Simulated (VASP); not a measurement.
# PdAu25 (a cell with a defect) (Gold) in VASP: a series of runs

The runs below take PdAu25 (a cell with a defect) (Gold) through single point, with PBE.

Everything below comes from runs of VASP 6.6.1. Logs are shortened: lines on timing, memory, paths and dates and some standing lists are left out, and cuts for length are marked.

### 1 The cell of the first run

The cell holds a defect, 26 atoms: a = 8.821 Å, b = 8.821 Å, c = 8.821 Å, α = 60.00°, β = 60.00°, γ = 60.00°.

### 2 Single point, PBE

INCAR

```
SYSTEM = PdAu25
PREC = Accurate
ENCUT = 520
EDIFF = 1E-6
ISMEAR = 0
SIGMA = 0.1
LREAL = Auto
LASPH = .TRUE.
NELM = 100
ALGO = Normal
ISIF = 2
LWAVE = .FALSE.
LCHARG = .FALSE.
GGA = PE
NBANDS = 162
```

KPOINTS

```
regular mesh
0
G
  3 3 3
  0 0 0
```

POSCAR

```
PdAu25
1.0
    0.0000000000      6.2371699120     -6.2371699120
    6.2371699120      6.2371699120      0.0000000000
    6.2371699120      0.0000000000     -6.2371699120
Pd Au
1 25
Direct
    0.6666667028      0.1046206067      0.6666667028
    0.6666667028      0.6653186555      0.6666667028
    0.3451696090      1.0017414289      0.6661865171
    0.3194289282      0.3485607304      0.6562550897
    0.3433626998      0.6566644099      0.6657484979
    0.0139044633     -0.0090884970      0.6770781556
   -0.0100293083      0.3324422020      0.6675849077
   -0.0118362176      0.6797641494      0.6671468885
    0.6661865171      1.0017414289      0.3451696090
    0.6562550897      0.3485607304      0.3194289282
    0.6657484979      0.6566644099      0.3433626998
    0.3333321088     -0.0006094110      0.3333321088
    0.3275047063      0.3330435966      0.3275047063
    0.3270021546      0.6768417503      0.3270021546
   -0.0129088194      0.0052818026      0.3462422109
   -0.0158217591      0.3264539893      0.3491551506
   -0.0031390038      0.6649838883      0.3364723953
    0.6770781556     -0.0090884970      0.0139044633
    0.6675849077      0.3324422020     -0.0100293083
    0.6671468885      0.6797641494     -0.0118362176
    0.3462422109      0.0052818026     -0.0129088194
    0.3491551506      0.3264539893     -0.0158217591
    0.3364723953      0.6649838883     -0.0031390038
    0.0063311567     -0.0024872659      0.0063311567
    0.0000012826      0.3327214152      0.0000012826
    0.0058286050      0.6547196978      0.0058286050
```

Potentials or basis: VASP PAW PBE potentials, release 64 (Pd, Au).

Started as:

```bash
$ cat potpaw_PBE.64/Pd/POTCAR potpaw_PBE.64/Au/POTCAR > POTCAR
$ mpirun -np 1 vasp_std > vasp.out
```

OUTCAR:

```text
SYSTEM = PdAu25
   PREC = Accurate
   ENCUT = 520
   EDIFF = 1E-6
   ISMEAR = 0
   LREAL = Auto
   LASPH = .TRUE.
   NELM = 100
   ISIF = 2
   GGA = PE

 ion  position               nearest neighbor table
   1  0.667  0.105  0.667-   6 2.74  18 2.74  10 2.74   4 2.74  15 2.96  21 2.96  20 3.38   8 3.38
                             9 3.38   3 3.38  16 3.42  22 3.42
   2  0.667  0.665  0.667-   7 2.89  19 2.89  11 2.89   5 2.89   8 2.90  20 2.90   9 2.90   3 2.90
                            17 2.91  23 2.91
   3  0.345  0.002  0.666-   9 2.83  21 2.85   2 2.90   4 2.91   6 2.92  23 2.95  13 2.96  24 2.99
                            12 3.00   7 3.03   5 3.05   1 3.38
   4  0.319  0.349  0.656-   1 2.74   5 2.87  14 2.90   3 2.91   8 2.92  25 2.93   7 2.93  13 2.93
                            22 2.94  10 2.97  21 2.98
   5  0.343  0.657  0.666-  11 2.84  22 2.86   4 2.87   2 2.89  23 2.93   6 2.93  14 2.98  12 2.98
                            26 2.99   8 3.03   3 3.05
   6  0.014  0.991  0.677-   1 2.74   7 2.87  24 2.90   8 2.91   3 2.92  12 2.93   5 2.93  26 2.93
                            16 2.94  18 2.97  15 2.98
   7  0.990  0.332  0.668-  19 2.84  16 2.86   6 2.87   2 2.89  17 2.93   4 2.93  24 2.98  25 2.98
                            13 2.99   3 3.03   8 3.05
   8  0.988  0.680  0.667-  20 2.83  15 2.85   2 2.90   6 2.91   4 2.92  17 2.95  26 2.96  14 2.99
                            25 3.00   5 3.03   7 3.05   1 3.38
   9  0.666  0.002  0.345-   3 2.83  15 2.85   2 2.90  10 2.91  18 2.92  17 2.95  13 2.96  24 2.99
[... 21 lines left out ...]
  20  0.667  0.680  0.988-   8 2.83  21 2.85   2 2.90  18 2.91  10 2.92  23 2.95  26 2.96  14 2.99
                            25 3.00  11 3.03  19 3.05   1 3.38
  21  0.346  0.005  0.987-  22 2.83   3 2.85  20 2.85  14 2.95  24 2.95   1 2.96  12 2.97  25 2.97
                            18 2.98   4 2.98  23 3.00  15 3.17
  22  0.349  0.326  0.984-  21 2.83   5 2.86  19 2.86  18 2.94   4 2.94  13 2.97  26 2.97  12 2.99
                            25 2.99  23 2.99  16 3.22   1 3.42
  23  0.336  0.665  0.997-   2 2.91  13 2.92  26 2.92  14 2.92  24 2.92   5 2.93  19 2.93   3 2.95
                            20 2.95  22 2.99  17 3.00  21 3.00
  24  0.006  0.998  0.006-   6 2.90  18 2.90  25 2.90  23 2.92  17 2.92  15 2.95  21 2.95  19 2.98
                             7 2.98   9 2.99   3 2.99  26 3.03
  25  0.000  0.333  0.000-  26 2.89  24 2.90   4 2.93  10 2.93  15 2.97  21 2.97  19 2.98   7 2.98
                            16 2.99  22 2.99   8 3.00  20 3.00
  26  0.006  0.655  0.006-  25 2.89  23 2.92  17 2.92   6 2.93  18 2.93   8 2.96  20 2.96  16 2.97
                            22 2.97  11 2.99   5 2.99  24 3.03

  LATTYP: Found a face centered cubic cell.
 ALAT       =    12.4743398240

  Lattice vectors:

 A1 = (   0.0000000000,   6.2371699120,  -6.2371699120)
 A2 = (   6.2371699120,   6.2371699120,   0.0000000000)
 A3 = (   6.2371699120,   0.0000000000,  -6.2371699120)

Analysis of symmetry for initial positions (statically):
[... 171 lines left out ...]
   EMIN   =  10.00;   EMAX   =-10.00  energy-range for DOS
   EFERMI =   0.00;   METHOD = LEGACY
   ISMEAR =     0;   SIGMA  =   0.10  broadening in eV -4-tet -1-fermi 0-gaus
   EFERMI_NEDOS =   21; number of points for ismear=-14 and -15
   IALGO  =     38    algorithm
   IMIX   =      4    mixing-type and parameters
     AMIX     =   0.40;   BMIX     =  1.00
     AMIX_MAG =   1.60;   BMIX_MAG =  1.00
  volume/ion in A,a.u.               =      18.66       125.96
  Fermi-wavevector in a.u.,A,eV,Ry     =   1.370962  2.590743 25.572666  1.879538
  Thomas-Fermi vector in A             =   2.496702
   LORBIT       =      0    0 simple, 1 ext, 2 COOP (PROOUT), +10 PAW based schemes
   GGA     = PE    functional components
   LHFCALC =     F    Hartree Fock is set to
   AEXX    =    0.0000 exact exchange contribution
   IVDW    =     0    specifies the selected vdW correction
   LEPSILON=     F    determine dielectric tensor
   LRPA    =     F    only Hartree local field effects (RPA)
 non-spin polarized calculation
 Gauss-broadening in eV      SIGMA  =   0.10
  energy-cutoff  :      520.00
  volume of cell :      485.28
 maximum number of plane-waves:     13107
 NGX is ok and might be reduce to    70
   NGX = 33   NGY = 33   NGZ = 33

 number of electron     285.0000004 magnetization

 Free energy of the ion-electron system (eV)
  ---------------------------------------------------
  ext. energy  EPLUGINS =         0.00000000
  ---------------------------------------------------
  free energy    TOTEN  =       -85.30827759 eV

  energy without entropy =      -85.25921078  energy(sigma->0) =      -85.28374419

 E-fermi :   7.8103     XC(G=0): -12.1199

 val. band max:        7.7843614209   @ k =  -0.3333   0.3333  -0.3333
 cond. band min:       7.8106403505   @ k =   0.3333   0.0000  -0.3333
 fundamental gap:      0.0262789297
 Fermi energy:         7.8103465358

 k-point     1 :       0.0000    0.0000    0.0000
  band No.  band energies     occupation
      1      -0.9939      2.00000
      2       1.0869      2.00000
      3       1.1190      2.00000
      4       1.1431      2.00000
      5       1.1834      2.00000
      6       1.2349      2.00000
[... 1245 lines left out ...]
    153      10.0954      0.00000
    154      10.1271      0.00000
 [bands above 154 left out]

------------------------ aborting loop because EDIFF is reached ----------------------------------------

  FORCE on cell =-STRESS in cart. coord.  units (eV):
  Direction    XX          YY          ZZ          XY          YZ          ZX
  --------------------------------------------------------------------------------------
  -------------------------------------------------------------------------------------
  Total       -7.5160411     -7.5160411     -6.4276862      0.2630505      0.0000000      0.0000000
  in kB      -24.8145845    -24.8145845    -21.2213264      0.8684745      0.0000000      0.0000000
  external PRESSURE =     -23.6168318 kB  Pullay stress =       0.0000000 kB

 VOLUME and BASIS-vectors are now :
 -----------------------------------------------------------------------------
  energy-cutoff  :      520.00
  volume of cell :      485.28
      direct lattice vectors                 reciprocal lattice vectors
     0.000000000  6.237169912 -6.237169912    -0.080164563  0.080164563 -0.080164563
     6.237169912  6.237169912  0.000000000     0.080164563  0.080164563  0.080164563
     6.237169912  0.000000000 -6.237169912     0.080164563 -0.080164563 -0.080164563

 POSITION                                       TOTAL-FORCE (eV/Angst)
 -----------------------------------------------------------------------------------
      4.81065      4.81065     -8.31623        -0.443205     -0.443205     -0.000000
      8.30782      8.30782     -8.31623         0.010499      0.010499     -0.000000
      4.16598      2.16374     -6.30800         0.023773      0.006045      0.001385
      6.26721      4.16637     -6.08551         0.046525      0.037735     -0.031142
      8.24811      6.23734     -6.29400         0.041198      0.013258      0.019868
     10.40353      6.26721     -4.30978         0.037735      0.046525      0.031142
[... 18 lines left out ...]
      2.07525      2.07525     -0.00002         0.011887      0.011887      0.005875
      4.11995      4.11995     -0.07271         0.004431      0.004431     -0.002319
 -----------------------------------------------------------------------------------
    total drift:                                0.001953      0.001953     -0.001710

  FREE ENERGIE OF THE ION-ELECTRON SYSTEM (eV)
  ---------------------------------------------------
  free  energy   TOTEN  =       -85.3082775921 eV

  energy  without entropy=      -85.2592107809  energy(sigma->0) =      -85.28374419
```

OSZICAR:

```text
N       E                     dE             d eps       ncg     rms          rms(c)
DAV:   1     0.202798346938E+04    0.20280E+04   -0.14621E+05  2592   0.170E+03
DAV:   2    -0.407403140184E+01   -0.20321E+04   -0.19479E+04  2760   0.375E+02
DAV:   3    -0.907630816261E+02   -0.86689E+02   -0.83162E+02  2828   0.684E+01
DAV:   4    -0.926935289101E+02   -0.19304E+01   -0.19164E+01  2780   0.100E+01
DAV:   5    -0.927450001888E+02   -0.51471E-01   -0.51418E-01  2902   0.153E+00    0.377E+01
DAV:   6    -0.867809324659E+02    0.59641E+01   -0.24347E+01  2736   0.230E+01    0.287E+01
DAV:   7    -0.881425748145E+02   -0.13616E+01   -0.38619E+01  2668   0.149E+01    0.208E+01
DAV:   8    -0.861483278178E+02    0.19942E+01   -0.31605E+00  2686   0.117E+01    0.889E+00
DAV:   9    -0.853155799653E+02    0.83275E+00   -0.35714E+00  2712   0.118E+01    0.396E+00
DAV:  10    -0.853178973036E+02   -0.23173E-02   -0.65115E-01  2726   0.293E+00    0.101E+00
DAV:  11    -0.853126632024E+02    0.52341E-02   -0.12846E-02  2984   0.346E-01    0.552E-01
DAV:  12    -0.853082187831E+02    0.44444E-02   -0.17379E-02  2862   0.494E-01    0.117E-01
DAV:  13    -0.853083176547E+02   -0.98872E-04   -0.15828E-03  2712   0.124E-01    0.749E-02
DAV:  14    -0.853083147168E+02    0.29379E-05   -0.41909E-05  3016   0.143E-02    0.448E-02
DAV:  15    -0.853082828406E+02    0.31876E-04   -0.41881E-05  2736   0.233E-02    0.181E-02
DAV:  16    -0.853082779979E+02    0.48428E-05   -0.11323E-05  2360   0.105E-02    0.600E-03
DAV:  17    -0.853082775921E+02    0.40573E-06   -0.10184E-06  1576   0.283E-03
   1 F= -.85308278E+02 E0= -.85283744E+02  d E =-.490668E-01
```

Wall time 28 min (1 thread of Intel Xeon Platinum 8375C at 2.90GHz (Ice Lake), shared host); peak memory 0.92 GiB.

What came out:

```
Free energy   : -85.3083 eV
Pressure      : -2.4 GPa
Largest force : 0.627 eV/Å
```

Forces in eV/Å, atoms in the order of the input:
```
Pd  -0.443 -0.443  0.000
Au   0.010  0.010  0.000
Au   0.024  0.006  0.001
Au   0.047  0.038 -0.031
Au   0.041  0.013  0.020
Au   0.038  0.047  0.031
Au   0.013  0.041 -0.020
Au   0.006  0.024 -0.001
Au   0.006  0.024  0.001
Au   0.038  0.047 -0.031
Au   0.013  0.041  0.020
Au   0.012  0.012 -0.006
Au   0.004  0.004  0.002
Au   0.010  0.010  0.005
Au  -0.037  0.030  0.000
Au   0.021  0.023  0.000
Au   0.006  0.001  0.000
Au   0.047  0.038  0.031
Au   0.041  0.013 -0.020
Au   0.024  0.006 -0.001
Au   0.030 -0.037  0.000
Au   0.023  0.021  0.000
Au   0.001  0.006  0.000
Au   0.010  0.010 -0.005
Au   0.012  0.012  0.006
Au   0.004  0.004 -0.002
```

Stress tensor (GPa, compression positive):
```
-2.48  0.09  0.00
 0.09 -2.48  0.00
 0.00  0.00 -2.12
```

Levels at points of the mesh, in eV from the Fermi level:
```
           k point  band 139  band 140  band 141  band 142  band 143  band 144  band 145  band 146
(0.00, 0.00, 0.00)     -1.87     -1.78     -1.01     -0.95     -0.89     -0.72     -0.69      2.35
```

Caveat: spin-orbit coupling is left out, which moves the levels of the heavy elements.

### 3 Single point, PBE

INCAR

```
SYSTEM = PdAu25
ALGO = Normal ; EDIFF = 1E-6
ENCUT = 520 ; GGA = PE
ISIF = 2 ; ISMEAR = 0
LASPH = .True. ; LCHARG = .False.
LREAL = Auto ; LWAVE = .False.
NBANDS = 162 ; NELM = 100
PREC = Accurate ; SIGMA = 0.1
```

KPOINTS

```
k-points
0
Gamma
  3 3 3
  0 0 0
```

POSCAR

```
PdAu25
1.0
    0.0000000000      6.2371699120     -6.2371699120
    6.2371699120      6.2371699120      0.0000000000
    6.2371699120      0.0000000000     -6.2371699120
Pd Au
1 25
Direct
    0.6666667028      0.0459051948      0.6666667028
    0.6666667028      0.6663282480      0.6666667028
    0.3423722666      1.0017171390      0.6668670340
    0.3286675734      0.3426715209      0.6599030583
    0.3414001911      0.6590662204      0.6659714355
    0.0046658181     -0.0020912530      0.6734301870
   -0.0080667996      0.3331044415      0.6673619700
   -0.0090389553      0.6776231143      0.6664662914
    0.6668670340      1.0017171390      0.3423722666
    0.6599030583      0.3426715209      0.3286675734
    0.6659714355      0.6590662204      0.3414001911
    0.3340552734     -0.0013498911      0.3340552734
    0.3296909542      0.3324503788      0.3296909542
    0.3295089807      0.6719622135      0.3295089807
   -0.0069485842      0.0039493072      0.3402819756
   -0.0118164169      0.3284263583      0.3451498084
   -0.0025446637      0.6642093383      0.3358780552
    0.6734301870     -0.0020912530      0.0046658181
    0.6673619700      0.3331044415     -0.0080667996
    0.6664662914      0.6776231143     -0.0090389553
    0.3402819756      0.0039493072     -0.0069485842
    0.3451498084      0.3284263583     -0.0118164169
    0.3358780552      0.6642093383     -0.0025446637
    0.0038243306     -0.0023531506      0.0038243306
   -0.0007219621      0.3334273443     -0.0007219621
    0.0036423571      0.6584989760      0.0036423571
```

Potentials or basis: VASP PAW PBE potentials, release 64 (Pd, Au).

Started as:

```bash
$ cat potpaw_PBE.64/Pd/POTCAR potpaw_PBE.64/Au/POTCAR > POTCAR
$ mpirun -np 1 vasp_std > vasp.out
```

Wall time 19 min (1 thread of Intel Xeon 6975P-C (Granite Rapids), shared host); peak memory 0.91 GiB.

The run converged. Its results:

```
Free energy   : -85.6837 eV
Pressure      : -2.7 GPa
Largest force : 0.540 eV/Å
```

Forces on the atoms (eV/Å):
```
Pd  -0.382 -0.382  0.000
Au   0.026  0.026  0.000
Au   0.016 -0.010  0.016
Au   0.011  0.032 -0.073
Au   0.037  0.013  0.017
Au   0.032  0.011  0.073
Au   0.013  0.037 -0.017
Au  -0.010  0.016 -0.016
Au  -0.010  0.016  0.016
Au   0.032  0.011 -0.073
Au   0.013  0.037  0.017
Au   0.016  0.016 -0.009
Au   0.018  0.018 -0.014
Au   0.003  0.003 -0.020
Au  -0.031  0.041  0.000
Au   0.006  0.050  0.000
Au   0.007  0.012  0.000
Au   0.011  0.032  0.073
Au   0.037  0.013 -0.017
Au   0.016 -0.010 -0.016
Au   0.041 -0.031  0.000
Au   0.050  0.006  0.000
Au   0.012  0.007  0.000
Au   0.003  0.003  0.020
Au   0.016  0.016  0.009
Au   0.018  0.018  0.014
```

Stress tensor (GPa, compression positive):
```
-2.62  0.07  0.00
 0.07 -2.62  0.00
 0.00  0.00 -2.82
```

Levels at points of the mesh, in eV from the Fermi level:
| k point | band 138 | band 139 | band 140 | band 141 | band 142 | band 143 | band 144 | band 145 | band 146 | band 147 |
| --- | --- | --- | --- | --- | --- | --- | --- | --- | --- | --- |
| (0.00, 0.00, 0.00) | -1.93 | -1.93 | -1.84 | -1.10 | -1.09 | -1.05 | -0.96 | -0.95 | 2.37 | 2.38 |

Caveat: spin-orbit coupling is left out, which moves the levels of the heavy elements.

### 4 Single point, PBE

Edit INCAR of step 3 so:

```diff
@@ -1,3 +1,3 @@
 SYSTEM = PdAu25
-ALGO = Normal ; EDIFF = 1E-6
+ALGO = Normal ; EDIFF = 1E-7
 ENCUT = 520 ; GGA = PE
```

KPOINTS is that of step 3.

POSCAR

```
PdAu25
1.0
    0.0000000000      6.2371699120     -6.2371699120
    6.2371699120      6.2371699120      0.0000000000
    6.2371699120      0.0000000000     -6.2371699120
Pd Au
1 25
Direct
    0.6666666667     -0.0011521652      0.6666666667
    0.6666666667      0.6647075858      0.6666666667
    0.3339878297      1.0007666282      0.6663449315
    0.3429506140      0.3300908185      0.6673812866
    0.3390272705      0.6613682914      0.6667846396
   -0.0096172807      0.0070893859      0.6659520467
   -0.0056939372      0.3338468682      0.6665486937
   -0.0006544964      0.6677660560      0.6669884019
    0.6663449315      1.0007666282      0.3339878297
    0.6673812866      0.3300908185      0.3429506140
    0.6667846396      0.6613682914      0.3390272705
    0.3331302704      0.0002415598      0.3331302704
    0.3339689357      0.3330784894      0.3339689357
    0.3349437185      0.6649258551      0.3349437185
   -0.0028928335      0.0005913198      0.3362261668
   -0.0054662837      0.3336509525      0.3387996170
   -0.0007302987      0.6660964738      0.3340636320
    0.6659520467      0.0070893859     -0.0096172807
    0.6665486937      0.3338468682     -0.0056939372
    0.6669884019      0.6677660560     -0.0006544964
    0.3362261668      0.0005913198     -0.0028928335
    0.3387996170      0.3336509525     -0.0054662837
    0.3340636320      0.6660964738     -0.0007302987
   -0.0016103851      0.0014799586     -0.0016103851
    0.0002030630      0.3331687672      0.0002030630
   -0.0006356023      0.6676830274     -0.0006356023
```

Started as:

```bash
$ cat potpaw_PBE.64/Pd/POTCAR potpaw_PBE.64/Au/POTCAR > POTCAR
$ mpirun -np 1 vasp_std > vasp.out
```

Wall time 36 min (1 thread of Intel Xeon Platinum 8488C (Sapphire Rapids), shared host); peak memory 0.92 GiB.

Results (log left out):

- Free energy: -85.8491 eV
- Pressure: -2.8 GPa
- Largest force: 0.007 eV/Å

Forces in eV/Å, atoms in the order of the input:
```
Pd   0.005  0.005  0.000
Au   0.001  0.001  0.000
Au   0.000 -0.002  0.001
Au  -0.002 -0.001 -0.001
Au   0.001  0.000  0.002
Au  -0.001 -0.002  0.001
Au   0.000  0.001 -0.002
Au  -0.002  0.000 -0.001
Au  -0.002  0.000  0.001
Au  -0.001 -0.002 -0.001
Au   0.000  0.001  0.002
Au   0.000  0.000  0.000
Au   0.000  0.000  0.001
Au   0.001  0.001  0.000
Au  -0.002 -0.001  0.000
Au   0.001  0.000  0.000
Au   0.000  0.002  0.000
Au  -0.002 -0.001  0.001
Au   0.001  0.000 -0.002
Au   0.000 -0.002 -0.001
Au  -0.001 -0.002  0.000
Au   0.000  0.001  0.000
Au   0.002  0.000  0.000
Au   0.001  0.001  0.000
Au   0.000  0.000  0.000
Au   0.000  0.000 -0.001
```

Stress tensor (GPa, compression positive):
```
-2.74  0.01  0.00
 0.01 -2.74  0.00
 0.00  0.00 -2.93
```

Levels at points of the mesh, in eV from the Fermi level:
```tsv
k point	band 140	band 141	band 142	band 143	band 144	band 145
(0.00, 0.00, 0.00)	-1.84	-1.16	-1.14	-1.11	-1.07	-1.01
```

Caveat: spin-orbit coupling is left out, which moves the levels of the heavy elements.
